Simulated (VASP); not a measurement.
# Au (Cmcm) in VASP: a series of runs, part 2 of 2

VASP 6.6.1. Earlier steps stand in the parts before.

**4. Single point, LDA**

This run uses another cell than the first one, of 16.94 Å³/atom, 0.923 times its volume.

The input, INCAR:

```
  ALGO = Normal
  EDIFF = 1E-6
  ENCUT = 520
  GGA = CA
  ISIF = 2
  ISMEAR = -1
  LASPH = True
  LCHARG = False
  LREAL = False
  LWAVE = False
  NBANDS = 18
  NELM = 60
  PREC = Accurate
  SIGMA = 0.05
```

The input, KPOINTS:

```
k-points
0
Gamma
  11 11 6
```

The input, POSCAR:

```
Au
1.0
    1.3922358705     -2.5213891550      0.0000000000
    1.3922358705      2.5213891550      0.0000000000
    0.0000000000      0.0000000000      4.8270375896
Au
2
Direct
    0.3346720300      0.6653279700      0.2500000000
    0.6653279700      0.3346720300      0.7500000000
```

Potentials or basis: VASP PAW LDA potentials, release 64 (Au).

Command:

```console
$ cat potpaw_LDA.64/Au/POTCAR > POTCAR
$ mpirun -np 1 vasp_std > vasp.out
```

OUTCAR:

```text
EDIFF = 1E-6
   ENCUT = 520
   GGA = CA
   ISIF = 2
   ISMEAR = -1
   LASPH = True
   LREAL = False
   NELM = 60
   PREC = Accurate

 ion  position               nearest neighbor table
   1  0.335  0.665  0.250-   2 2.91   2 2.91   2 2.91   2 2.91   2 2.93   2 2.93
   2  0.665  0.335  0.750-   1 2.91   1 2.91   1 2.91   1 2.91   1 2.93   1 2.93

  LATTYP: Found a base centered orthorhombic cell.
 ALAT       =     2.7844717410
 B/A-ratio  =     1.8110359088
 C/A-ratio  =     1.7335559627

  Lattice vectors:

 A1 = (   1.3922358705,  -2.5213891550,   0.0000000000)
 A2 = (   1.3922358705,   2.5213891550,   0.0000000000)
 A3 = (   0.0000000000,   0.0000000000,   4.8270375896)

Analysis of symmetry for initial positions (statically):
=====================================================================
 Subroutine PRICEL returns:
 Original cell was already a primitive cell.

 Routine SETGRP: Setting up the symmetry group for a
 base centered orthorhombic supercell.

 Subroutine GETGRP returns: Found  8 space group operations
 (whereof  4 operations were pure point group operations)
 out of a pool of  8 trial point group operations.

The static configuration has the point symmetry C_2h.
 The point group associated with its full space group is D_2h.

Analysis of symmetry for dynamics (positions and initial velocities):
=====================================================================
 Subroutine PRICEL returns:
 Original cell was already a primitive cell.

 Routine SETGRP: Setting up the symmetry group for a
 base centered orthorhombic supercell.

 Subroutine GETGRP returns: Found  8 space group operations
 (whereof  4 operations were pure point group operations)
 out of a pool of  8 trial point group operations.

The dynamic configuration has the point symmetry C_2h.
 The point group associated with its full space group is D_2h.

 Subroutine INISYM returns: Found  8 space group operations
 (whereof  4 operations are pure point group operations),
 and found     1 'primitive' translations

----------------------------------------------------------------------------------------

                                     Primitive cell

  volume of cell :      33.8894

  direct lattice vectors                    reciprocal lattice vectors
     1.392235870 -2.521389155  0.000000000     0.359134548 -0.198303383  0.000000000
     1.392235870  2.521389155  0.000000000     0.359134548  0.198303383  0.000000000
     0.000000000  0.000000000  4.827037590     0.000000000  0.000000000  0.207166400

  length of vectors
     2.880229850  2.880229850  4.827037590     0.410246091  0.410246091  0.207166400

  position of ions in fractional coordinates (direct lattice)
     0.334672030  0.665327970  0.250000000
     0.665327970  0.334672030  0.750000000

  ion indices of the primitive-cell ions
   primitive index   ion index
                 1           1
                 2           2

----------------------------------------------------------------------------------------

 KPOINTS: k-points

Automatic generation of k-mesh.
 Grid dimensions read from file:
 generate k-points for:   11   11    6

 Generating k-lattice:

  Cartesian coordinates                     Fractional coordinates (reciprocal lattice)
     0.032648595 -0.018027580  0.000000000     0.090909091 -0.000000000  0.000000000
     0.032648595  0.018027580  0.000000000    -0.000000000  0.090909091  0.000000000
     0.000000000  0.000000000  0.034527733     0.000000000  0.000000000  0.166666667

  Length of vectors
     0.037295099  0.037295099  0.034527733

  Shift w.r.t. Gamma in fractional coordinates (k-lattice)
     0.000000000  0.000000000  0.000000000

 Subroutine IBZKPT returns following result:
 ===========================================

 Found    144 irreducible k-points:

 Following reciprocal coordinates:
            Coordinates               Weight
  0.000000  0.000000  0.000000      1.000000
  0.090909  0.000000  0.000000      4.000000
  0.181818 -0.000000  0.000000      4.000000
  0.272727  0.000000  0.000000      4.000000
  0.363636 -0.000000  0.000000      4.000000
  0.454545  0.000000  0.000000      4.000000
[... 16 lines left out ...]
 -0.272727  0.181818  0.000000      4.000000
 -0.181818  0.181818  0.000000      2.000000
 [... further k-points ...]
   k-points           NKPTS =    144   k-points in BZ     NKDIM =    144   number of bands    NBANDS=     18
   number of dos      NEDOS =    301   number of ions     NIONS =      2
   total plane-waves  NPLWV =  20736
   dimension x,y,z NGX =    24 NGY =   24 NGZ =   36
   dimension x,y,z NGXF=    48 NGYF=   48 NGZF=   72
   ions per type =               2
   NGX,Y,Z   is equivalent  to a cutoff of  13.85, 13.85, 12.40 a.u.
   NGXF,Y,Z  is equivalent  to a cutoff of  27.71, 27.71, 24.80 a.u.
 SYSTEM =  unknown system
   PREC   = accura    normal or accurate (medium, high low for compatibility)
   ISTART =      0    job   : 0-new  1-cont  2-samecut
   ICHARG =      2    charge: 1-file 2-atom 10-const
   ISPIN  =      1    spin polarized calculation?
   LNONCOLLINEAR =      F non collinear calculations
   LSORBIT =      F    spin-orbit coupling
   LASPH  =      T    aspherical Exc in radial PAW
   ENCUT  =  520.0 eV  38.22 Ry    6.18 a.u.   5.36  5.36  8.98*2*pi/ulx,y,z
   NELM   =     60;   NELMIN=  2; NELMDL= -5     # of ELM steps
   EDIFF  = 0.1E-05   stopping-criterion for ELM
   LREAL  =      F    real-space projection
   EDIFFG = 0.1E-04   stopping-criterion for IOM
   NSW    =      0    number of steps for IOM
   IBRION =     -1    ionic relax: 0-MD 1-quasi-New 2-CG
   NFREE  =      0    steps in history (QN), initial steepest desc. (CG)
   ISIF   =      2    stress and relaxation
   ISYM   =      2    0-nonsym 1-usesym 2-fastsym
   POTIM  = 0.5000    time-step for ionic-motion
   TEBEG  =    0.0;   TEEND  =   0.0 temperature during run
   PSTRESS=    0.0 pullay stress
   NELECT =      22.0000    total number of electrons
   NUPDOWN=      -1.0000    fix difference up-down
   EMIN   =  10.00;   EMAX   =-10.00  energy-range for DOS
   EFERMI =   0.00;   METHOD = LEGACY
   ISMEAR =    -1;   SIGMA  =   0.05  broadening in eV -4-tet -1-fermi 0-gaus
   EFERMI_NEDOS =   21; number of points for ismear=-14 and -15
   IALGO  =     38    algorithm
   IMIX   =      4    mixing-type and parameters
     AMIX     =   0.40;   BMIX     =  1.00
     AMIX_MAG =   1.60;   BMIX_MAG =  1.00
  volume/ion in A,a.u.               =      16.94       114.35
  Fermi-wavevector in a.u.,A,eV,Ry     =   1.417516  2.678717 27.338884  2.009351
  Thomas-Fermi vector in A             =   2.538738
   LORBIT       =      0    0 simple, 1 ext, 2 COOP (PROOUT), +10 PAW based schemes
   GGA     = CA    functional components
   LHFCALC =     F    Hartree Fock is set to
   AEXX    =    0.0000 exact exchange contribution
   IVDW    =     0    specifies the selected vdW correction
   LEPSILON=     F    determine dielectric tensor
   LRPA    =     F    only Hartree local field effects (RPA)
 non-spin polarized calculation
  energy-cutoff  :      520.00
  volume of cell :       33.89
 maximum number of plane-waves:       926
 NGX is ok and might be reduce to    24
   NGX = 11   NGY = 11   NGZ = 17

 number of electron      22.0000000 magnetization

 Free energy of the ion-electron system (eV)
  ---------------------------------------------------
  ext. energy  EPLUGINS =         0.00000000
  ---------------------------------------------------
  free energy    TOTEN  =        -8.86412516 eV

  energy without entropy =       -8.85677644  energy(sigma->0) =       -8.86045080

 E-fermi :   9.3127     XC(G=0): -13.0142

 val. band max:        9.3094949231   @ k =  -0.4545   0.1818   0.5000
 cond. band min:       9.3309180639   @ k =   0.1818   0.1818   0.3333
 fundamental gap:      0.0214231408
 Fermi energy:         9.3127384060

 k-point     1 :       0.0000    0.0000    0.0000
  band No.  band energies     occupation
      1      -0.5962      2.00000
      2       1.8472      2.00000
      3       4.3716      2.00000
      4       4.4370      2.00000
      5       4.7950      2.00000
      6       5.0568      2.00000
[... 10 lines left out ...]
     17      27.5789      0.00000
     18      28.5515      0.00000
[... 463 lines left out ...]
 k-point    24 :      -0.1818    0.1818    0.0000
  band No.  band energies     occupation
      1       0.3558      2.00000
      2       2.5054      2.00000
      3       4.0243      2.00000
      4       4.4253      2.00000
      5       4.7716      2.00000
      6       5.1748      2.00000
[... 10 lines left out ...]
     17      26.0433      0.00000
     18      26.2914      0.00000

 [... further k-points ...]
[... 5 lines left out ...]
  --------------------------------------------------------------------------------------
  -------------------------------------------------------------------------------------
  Total        0.0357928     -0.9906632     -0.9472686      0.0000000      0.0000000      0.0000000
  in kB        1.6921640    -46.8352938    -44.7837377      0.0000000      0.0000000      0.0000000
  external PRESSURE =     -29.9756225 kB  Pullay stress =       0.0000000 kB

 VOLUME and BASIS-vectors are now :
 -----------------------------------------------------------------------------
  energy-cutoff  :      520.00
  volume of cell :       33.89
      direct lattice vectors                 reciprocal lattice vectors
     1.392235870 -2.521389155  0.000000000     0.359134548 -0.198303383  0.000000000
     1.392235870  2.521389155  0.000000000     0.359134548  0.198303383  0.000000000
     0.000000000  0.000000000  4.827037590     0.000000000  0.000000000  0.207166400

 POSITION                                       TOTAL-FORCE (eV/Angst)
 -----------------------------------------------------------------------------------
      1.39224      0.83371      1.20676         0.000000     -0.029087      0.000000
      1.39224     -0.83371      3.62028         0.000000      0.029087     -0.000000
 -----------------------------------------------------------------------------------
    total drift:                               -0.000000     -0.000000     -0.000000

  FREE ENERGIE OF THE ION-ELECTRON SYSTEM (eV)
  ---------------------------------------------------
  free  energy   TOTEN  =        -8.8641251622 eV

  energy  without entropy=       -8.8567764444  energy(sigma->0) =       -8.86045080
```

stdout:

```text
POSCAR found type information on POSCAR Au
 POSCAR found :  1 types and       2 ions
 scaLAPACK will be used
 LDA part: xc-table for (Slater(with rela. corr.)+CA(PZ))
 , standard interpolation
 POSCAR, INCAR and KPOINTS ok, starting setup
 FFT: planning ... GRIDC
 FFT: planning ... GRID_SOFT
 FFT: planning ... GRID
 WAVECAR not read
 entering main loop
```

Run time: 25 s. Hardware: 1 thread of Intel Xeon Platinum 8488C (Sapphire Rapids), shared host; peak memory 0.19 GiB.

Results:

| Item | Value |
| --- | --- |
| Free energy | -8.8641 eV |
| Pressure | -3.0 GPa |
| Largest force | 0.029 eV/Å |
| Band gap on the k mesh | zero (band 11 reaches 13.16 eV, above the bottom of band 12 at 6.78 eV) |

Forces on the atoms (eV/Å):
```
Au   0.000 -0.029  0.000
Au   0.000  0.029  0.000
```

Stress tensor (GPa, compression positive):
```
 0.17  0.00  0.00
 0.00 -4.68  0.00
 0.00  0.00 -4.48
```

Caveat: spin-orbit coupling is left out, which moves the levels of the heavy elements.

**5. The runs side by side**

```tsv
cell	gap on the mesh (eV)	pressure (GPa)	largest force (eV/Å)
a = 2.958, b = 2.958, c = 4.958 Å, angles 90.0, 90.0, 122.2°, 2 atoms	none	-13.9	-
a = 2.977, b = 2.977, c = 4.989 Å, angles 90.0, 90.0, 122.2°, 2 atoms	none	-15.8	0.01
a = 2.880, b = 2.880, c = 4.827 Å, angles 90.0, 90.0, 122.2°, 2 atoms	none	-3.0	0.03
```

Alike in all rows: task single point; level LDA; potentials or basis VASP PAW LDA potentials, release 64 (Au); no spin polarisation; k mesh 11 × 11 × 6; cutoff (eV) 520; smearing fermi-dirac 0.05 eV.

Caveats: spin-orbit coupling is left out, which moves the levels of the heavy elements.

Absolute energies hang on the potentials; compare differences alone.
